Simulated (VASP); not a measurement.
# Sr2B (CdCl2 type) (R-3m) in VASP: density of states with LDA

Aim: the density of states of Sr2B (CdCl2 type) with LDA.

Everything below comes from runs of VASP 6.6.1. Logs are shortened: lines on timing, memory, paths and dates and some standing lists are left out, and cuts for length are marked.

### 1 The cell of the first run

The typed cell holds 3 atoms: a = 4.871 Å, b = 4.871 Å, c = 4.871 Å, α = 59.97°, β = 59.97°, γ = 59.97°.

### 2 Density of states, LDA

POSCAR

```
Sr2B
1.0
    2.4343335881     -1.4054631524      3.9781943035
    0.0000000000      2.8109263047      3.9781943035
   -2.4343335881     -1.4054631524      3.9781943035
B Sr
1 2
Direct
    0.0000000000      0.0000000000      0.0000000000
    0.2499809164      0.2499809164      0.2499809164
    0.7500190836      0.7500190836      0.7500190836
```

INCAR.step1

```
SYSTEM = Sr2B
ALGO     = Normal         ! electronic algorithm
EDIFF    = 1E-7           ! SCF threshold, eV
ENCUT    = 520            ! plane-wave cutoff, eV
ISIF     = 2              ! what is computed and relaxed
ISMEAR   = -1             ! smearing method
LASPH    = .True.         ! aspherical terms in the spheres
LCHARG   = .True.         ! write CHGCAR
LREAL    = .False.        ! projectors in reciprocal space
LWAVE    = .False.        ! write WAVECAR
NBANDS   = 18             ! bands
NELM     = 80             ! most SCF steps
PREC     = Accurate       ! precision mode
SIGMA    = 0.05           ! smearing width, eV
```

KPOINTS.step1

```
k-points
0
Gamma
  10 10 10
  0 0 0
```

INCAR.step2

```
SYSTEM = Sr2B
ALGO     = Normal         ! electronic algorithm
EDIFF    = 1E-7           ! SCF threshold, eV
ENCUT    = 520            ! plane-wave cutoff, eV
ICHARG   = 11             ! starting density
ISIF     = 2              ! what is computed and relaxed
ISMEAR   = -5             ! smearing method
LASPH    = .True.         ! aspherical terms in the spheres
LCHARG   = .False.        ! write CHGCAR
LORBIT   = 10             ! projections on sites
LREAL    = .False.        ! projectors in reciprocal space
LWAVE    = .False.        ! write WAVECAR
NBANDS   = 18             ! bands
NEDOS    = 1001           ! points of the DOS
NELM     = 80             ! most SCF steps
PREC     = Accurate       ! precision mode
SIGMA    = 0.05           ! smearing width, eV
```

KPOINTS.step2

```
k-points
0
Gamma
  15 15 15
  0 0 0
```

Potentials or basis: VASP PAW LDA potentials, release 64 (B, Sr_sv).

Launch:

```bash
> cat potpaw_LDA.64/B/POTCAR potpaw_LDA.64/Sr_sv/POTCAR > POTCAR
> cp INCAR.step1 INCAR
> cp KPOINTS.step1 KPOINTS
> mpirun -np 1 vasp_std > vasp.out
> cp INCAR.step2 INCAR
> cp KPOINTS.step2 KPOINTS
> mpirun -np 1 vasp_std > vasp.out
```

OUTCAR:

```text
SYSTEM = Sr2B
   EDIFF = 1E-7
   ENCUT = 520
   ICHARG = 11
   ISIF = 2
   ISMEAR = -5
   LASPH = .True.
   LORBIT = 10
   LREAL = .False.
   NELM = 80
   PREC = Accurate

 ion  position               nearest neighbor table
   1  0.000  0.000  0.000-   3 2.98   2 2.98   3 2.98   2 2.98   3 2.98   2 2.98   3 2.98   2 2.98

   2  0.250  0.250  0.250-   1 2.98   1 2.98   1 2.98   1 2.98   3 3.44   3 3.44   3 3.44   3 3.44
                             3 3.44   3 3.44
   3  0.750  0.750  0.750-   1 2.98   1 2.98   1 2.98   1 2.98   2 3.44   2 3.44   2 3.44   2 3.44
                             2 3.44   2 3.44

  LATTYP: Found a trigonal (rhomboedric) cell.
 ALAT       =     4.8710714024
 COS(alpha) =     0.5004934506

  Lattice vectors:

 A1 = (   2.4343335881,  -1.4054631524,   3.9781943035)
 A2 = (   0.0000000000,   2.8109263047,   3.9781943035)
 A3 = (  -2.4343335881,  -1.4054631524,   3.9781943035)

Analysis of symmetry for initial positions (statically):
=====================================================================
 Subroutine PRICEL returns:
 Original cell was already a primitive cell.

 Routine SETGRP: Setting up the symmetry group for a
 trigonal (rhombohedral) supercell.

 Subroutine GETGRP returns: Found 12 space group operations
 (whereof 12 operations were pure point group operations)
 out of a pool of 12 trial point group operations.

The static configuration has the point symmetry D_3d.

Analysis of symmetry for dynamics (positions and initial velocities):
=====================================================================
 Subroutine PRICEL returns:
 Original cell was already a primitive cell.

 Routine SETGRP: Setting up the symmetry group for a
 trigonal (rhombohedral) supercell.

 Subroutine GETGRP returns: Found 12 space group operations
 (whereof 12 operations were pure point group operations)
 out of a pool of 12 trial point group operations.

The dynamic configuration has the point symmetry D_3d.

 Subroutine INISYM returns: Found 12 space group operations
 (whereof 12 operations are pure point group operations),
 and found     1 'primitive' translations

----------------------------------------------------------------------------------------

                                     Primitive cell

  volume of cell :      81.6652

  direct lattice vectors                    reciprocal lattice vectors
     2.434333588 -1.405463152  3.978194304     0.205395022 -0.118584871  0.083790109
     0.000000000  2.810926305  3.978194304     0.000000000  0.237169742  0.083790109
    -2.434333588 -1.405463152  3.978194304    -0.205395022 -0.118584871  0.083790109

  length of vectors
     4.871071402  4.871071402  4.871071402     0.251535820  0.251535820  0.251535820

  position of ions in fractional coordinates (direct lattice)
     0.000000000  0.000000000  0.000000000
     0.249980916  0.249980916  0.249980916
     0.750019084  0.750019084  0.750019084

  ion indices of the primitive-cell ions
   primitive index   ion index
                 1           1
                 2           2
                 3           3

----------------------------------------------------------------------------------------

 KPOINTS: k-points

Automatic generation of k-mesh.
 Grid dimensions read from file:
 generate k-points for:   15   15   15

 Generating k-lattice:

  Cartesian coordinates                     Fractional coordinates (reciprocal lattice)
     0.013693001 -0.007905658  0.005586007     0.066666667 -0.000000000  0.000000000
     0.000000000  0.015811316  0.005586007     0.000000000  0.066666667  0.000000000
    -0.013693001 -0.007905658  0.005586007     0.000000000 -0.000000000  0.066666667

  Length of vectors
     0.016769055  0.016769055  0.016769055

  Shift w.r.t. Gamma in fractional coordinates (k-lattice)
     0.000000000  0.000000000  0.000000000

 TETIRR: Found   1695 inequivalent tetrahedra from    20250

 Subroutine IBZKPT returns following result:
 ===========================================

 Found    344 irreducible k-points:

 Following reciprocal coordinates:
            Coordinates               Weight
  0.000000  0.000000  0.000000      1.000000
  0.066667 -0.000000 -0.000000      6.000000
  0.133333 -0.000000  0.000000      6.000000
  0.200000 -0.000000 -0.000000      6.000000
  0.266667 -0.000000  0.000000      6.000000
  0.333333 -0.000000 -0.000000      6.000000
[... 16 lines left out ...]
  0.133333  0.133333  0.000000      6.000000
  0.200000  0.133333  0.000000     12.000000
 [... further k-points ...]
   k-points           NKPTS =    344   k-points in BZ     NKDIM =    344   number of bands    NBANDS=     18
   number of dos      NEDOS =   1001   number of ions     NIONS =      3
   total plane-waves  NPLWV =  46656
   dimension x,y,z NGX =    36 NGY =   36 NGZ =   36
   dimension x,y,z NGXF=    72 NGYF=   72 NGZF=   72
   ions per type =               1   2
   NGX,Y,Z   is equivalent  to a cutoff of  12.29, 12.29, 12.29 a.u.
   NGXF,Y,Z  is equivalent  to a cutoff of  24.57, 24.57, 24.57 a.u.
 SYSTEM =  Sr2B
   PREC   = accura    normal or accurate (medium, high low for compatibility)
   ISTART =      0    job   : 0-new  1-cont  2-samecut
   ICHARG =     11    charge: 1-file 2-atom 10-const
   ISPIN  =      1    spin polarized calculation?
   LNONCOLLINEAR =      F non collinear calculations
   LSORBIT =      F    spin-orbit coupling
   LASPH  =      T    aspherical Exc in radial PAW
   ENCUT  =  520.0 eV  38.22 Ry    6.18 a.u.   9.06  9.06  9.06*2*pi/ulx,y,z
   NELM   =     80;   NELMIN=  2; NELMDL=  0     # of ELM steps
   EDIFF  = 0.1E-06   stopping-criterion for ELM
   LREAL  =      F    real-space projection
   EDIFFG = 0.1E-05   stopping-criterion for IOM
   NSW    =      0    number of steps for IOM
   IBRION =     -1    ionic relax: 0-MD 1-quasi-New 2-CG
   NFREE  =      0    steps in history (QN), initial steepest desc. (CG)
   ISIF   =      2    stress and relaxation
   ISYM   =      2    0-nonsym 1-usesym 2-fastsym
   POTIM  = 0.5000    time-step for ionic-motion
   TEBEG  =    0.0;   TEEND  =   0.0 temperature during run
   PSTRESS=    0.0 pullay stress
   NELECT =      23.0000    total number of electrons
   NUPDOWN=      -1.0000    fix difference up-down
   EMIN   =  10.00;   EMAX   =-10.00  energy-range for DOS
   EFERMI =   0.00;   METHOD = LEGACY
   ISMEAR =    -5;   SIGMA  =   0.05  broadening in eV -4-tet -1-fermi 0-gaus
   EFERMI_NEDOS =   21; number of points for ismear=-14 and -15
   IALGO  =     38    algorithm
   IMIX   =      4    mixing-type and parameters
     AMIX     =   0.40;   BMIX     =  1.00
     AMIX_MAG =   1.60;   BMIX_MAG =  1.00
  volume/ion in A,a.u.               =      27.22       183.70
  Fermi-wavevector in a.u.,A,eV,Ry     =   1.073096  2.027857 15.667580  1.151535
  Thomas-Fermi vector in A             =   2.208885
   LORBIT       =     10    0 simple, 1 ext, 2 COOP (PROOUT), +10 PAW based schemes
   GGA     = CA    functional components
   LHFCALC =     F    Hartree Fock is set to
   AEXX    =    0.0000 exact exchange contribution
   IVDW    =     0    specifies the selected vdW correction
   LEPSILON=     F    determine dielectric tensor
   LRPA    =     F    only Hartree local field effects (RPA)
 non-spin polarized calculation
 Fermi weights with tetrahedron method with Bloechl corrections
  energy-cutoff  :      520.00
  volume of cell :       81.67
 maximum number of plane-waves:      2217

 number of electron      23.0000000 magnetization

 Free energy of the ion-electron system (eV)
  ---------------------------------------------------
  ext. energy  EPLUGINS =         0.00000000
  ---------------------------------------------------
  free energy    TOTEN  =        -9.63943947 eV

  energy without entropy =       -9.63943947  energy(sigma->0) =       -9.63943947

 E-fermi :   2.5578     XC(G=0):  -9.1642

 val. band max:        2.5601292256   @ k =   0.4667   0.4667   0.2667
 cond. band min:       2.5550756939   @ k =   0.4667   0.3333   0.1333
 fundamental gap:     -0.0050535317
 Fermi energy:         2.5578262067

 k-point     1 :       0.0000    0.0000    0.0000
  band No.  band energies     occupation
      1     -32.6456      2.00000
      2     -32.4298      2.00000
      3     -14.9922      2.00000
      4     -14.9913      2.00000
      5     -14.9913      2.00000
      6     -14.4261      2.00000
[... 10 lines left out ...]
     17       8.2622      0.00000
     18       8.2622      0.00000

 k-point     2 :       0.0667   -0.0000   -0.0000
  band No.  band energies     occupation
      1     -32.6431      2.00000
      2     -32.4321      2.00000
      3     -14.9882      2.00000
      4     -14.9868      2.00000
      5     -14.9861      2.00000
      6     -14.4365      2.00000
[... 10 lines left out ...]
     17       8.2014      0.00000
     18       8.2037      0.00000

 k-point     3 :       0.1333   -0.0000    0.0000
  band No.  band energies     occupation
      1     -32.6360      2.00000
      2     -32.4389      2.00000
      3     -14.9786      2.00000
      4     -14.9714      2.00000
      5     -14.9707      2.00000
      6     -14.4666      2.00000
[... 10 lines left out ...]
     17       8.0271      0.00000
     18       8.0289      0.00000

 k-point     4 :       0.2000   -0.0000   -0.0000
  band No.  band energies     occupation
      1     -32.6244      2.00000
      2     -32.4498      2.00000
      3     -14.9621      2.00000
      4     -14.9461      2.00000
      5     -14.9454      2.00000
      6     -14.5129      2.00000
[... 10 lines left out ...]
     17       7.7507      0.00000
     18       7.7521      0.00000

 k-point     5 :       0.2667   -0.0000    0.0000
  band No.  band energies     occupation
      1     -32.6090      2.00000
      2     -32.4646      2.00000
      3     -14.9383      2.00000
      4     -14.9114      2.00000
      5     -14.9107      2.00000
      6     -14.5705      2.00000
[... 10 lines left out ...]
     17       7.4132      0.00000
     18       7.4148      0.00000

 k-point     6 :       0.3333   -0.0000   -0.0000
  band No.  band energies     occupation
      1     -32.5904      2.00000
      2     -32.4825      2.00000
      3     -14.9067      2.00000
      4     -14.8683      2.00000
      5     -14.8678      2.00000
      6     -14.6341      2.00000
[... 307 lines left out ...]
 k-point    21 :      -0.1333    0.0667    0.0000
  band No.  band energies     occupation
      1     -32.6306      2.00000
      2     -32.4439      2.00000
      3     -15.0093      2.00000
      4     -14.9454      2.00000
      5     -14.9352      2.00000
      6     -14.5127      2.00000
[... 10 lines left out ...]
     17       7.6411      0.00000
     18       8.2353      0.00000

 k-point    22 :      -0.0667    0.0667   -0.0000
  band No.  band energies     occupation
      1     -32.6392      2.00000
      2     -32.4358      2.00000
      3     -15.0029      2.00000
      4     -14.9703      2.00000
      5     -14.9657      2.00000
      6     -14.4664      2.00000
[... 10 lines left out ...]
     17       7.8889      0.00000
     18       8.2946      0.00000

 k-point    23 :       0.1333    0.1333    0.0000
  band No.  band energies     occupation
      1     -32.6333      2.00000
      2     -32.4413      2.00000
      3     -15.0133      2.00000
      4     -15.0127      2.00000
      5     -14.8792      2.00000
      6     -14.5767      2.00000
[... 10 lines left out ...]
     17       7.6025      0.00000
     18       7.8657      0.00000

 k-point    24 :       0.2000    0.1333    0.0000
  band No.  band energies     occupation
      1     -32.6254      2.00000
      2     -32.4487      2.00000
      3     -15.0185      2.00000
      4     -15.0175      2.00000
      5     -14.8233      2.00000
      6     -14.6497      2.00000
[... 10 lines left out ...]
     17       7.3605      0.00000
     18       7.7240      0.00000

 [... further k-points ...]

------------------------ aborting loop because EDIFF is reached ----------------------------------------

  FORCE on cell =-STRESS in cart. coord.  units (eV):
  Direction    XX          YY          ZZ          XY          YZ          ZX
  --------------------------------------------------------------------------------------
  -------------------------------------------------------------------------------------
  Total        0.1152200      0.1152200      0.1063323      0.0000000     -0.0000000     -0.0000000
  in kB        2.2604856      2.2604856      2.0861185      0.0000000     -0.0000000     -0.0000000
  external PRESSURE =       2.2023632 kB  Pullay stress =       0.0000000 kB

 VOLUME and BASIS-vectors are now :
 -----------------------------------------------------------------------------
  energy-cutoff  :      520.00
  volume of cell :       81.67
      direct lattice vectors                 reciprocal lattice vectors
     2.434333588 -1.405463152  3.978194304     0.205395022 -0.118584871  0.083790109
     0.000000000  2.810926305  3.978194304     0.000000000  0.237169742  0.083790109
    -2.434333588 -1.405463152  3.978194304    -0.205395022 -0.118584871  0.083790109

 POSITION                                       TOTAL-FORCE (eV/Angst)
 -----------------------------------------------------------------------------------
      0.00000      0.00000      0.00000         0.000000      0.000000      0.000000
      0.00000     -0.00000      2.98342        -0.000000     -0.000000      0.000167
      0.00000     -0.00000      8.95116        -0.000000      0.000000     -0.000167
 -----------------------------------------------------------------------------------
    total drift:                                0.000000     -0.000000     -0.000000

  FREE ENERGIE OF THE ION-ELECTRON SYSTEM (eV)
  ---------------------------------------------------
  free  energy   TOTEN  =        -9.6394394749 eV

  energy  without entropy=       -9.6394394749  energy(sigma->0) =       -9.63943947

 total charge

# of ion       s       p       d       tot
------------------------------------------
    1        0.712   0.856   0.000   1.568
    2        2.058   5.733   0.280   8.071
    3        2.058   5.733   0.280   8.071
--------------------------------------------------
tot          4.828  12.322   0.561  17.710
```

Wall time 2.4 min (1 thread of Intel Xeon 6975P-C (Granite Rapids), shared host); peak memory 0.53 GiB.

Results:

```yaml
Valence_electrons_inside_the_program's_atomic_spheres: B 1.57; Sr 8.07
```

Levels at points of the mesh, in eV from the Fermi level:
```tsv
k point	band 8	band 9	band 10	band 11	band 12	band 13	band 14	band 15	band 16	band 17
(0.00, 0.00, 0.00)	-16.98	-6.03	-1.08	-1.08	-1.08	1.09	1.09	1.25	5.70	5.70
```

Caveat: tetrahedron occupations give inexact forces and stress in metals.
